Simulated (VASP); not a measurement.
# CsI: single point with LDA

Crystal: CsI.

```xyz
2
Lattice="4.5667 0.0000 0.0000 0.0000 4.5667 0.0000 0.0000 0.0000 4.5667" Properties=species:S:1:pos:R:3 pbc="T T T"
Cs    0.0000    0.0000    0.0000
I     2.2833    2.2833    2.2833
```

* Program: VASP 6.6.1
* Task: single point
* Functional: LDA
* Potentials or basis: VASP PAW LDA potentials, release 64 (Cs_sv, I)
* Cutoff: 500 eV
* k mesh: 4 × 4 × 4
* Occupations: gaussian, width 0.01 eV
* Spin: no spin polarisation
* Dipole correction: no
* Further INCAR settings: ALGO = Normal; EDIFF = 1e-06; NBANDS = 15

| Item | Value |
| --- | --- |
| Pressure | -1.3 GPa |
| Band gap on the k mesh | 3.53 eV, indirect (least direct gap 3.63 eV) |

Levels at points of the mesh, in eV from the valence-band top:
| k point | band 6 | band 7 | band 8 | band 9 | band 10 | band 11 |
| --- | --- | --- | --- | --- | --- | --- |
| (0.00, 0.00, 0.00) | -0.09 | -0.09 | -0.09 | 3.53 | 3.96 | 3.96 |
| (0.50, 0.00, 0.00) | -1.63 | -0.26 | -0.26 | 4.97 | 6.23 | 6.50 |
| (0.50, 0.50, 0.00) | -0.88 | -0.88 | 0.00 | 3.98 | 4.71 | 5.96 |
| (0.50, 0.50, 0.50) | -1.35 | -1.35 | -1.35 | 6.96 | 6.96 | 6.96 |

Run time: 28 s on 1 thread of AMD EPYC 7R43 64-Core Processor (Zen 3) (shared host), peak memory 0.14 GiB.

Caveat: spin-orbit coupling is left out, which moves the levels of the heavy elements. A k mesh can miss the band edges.
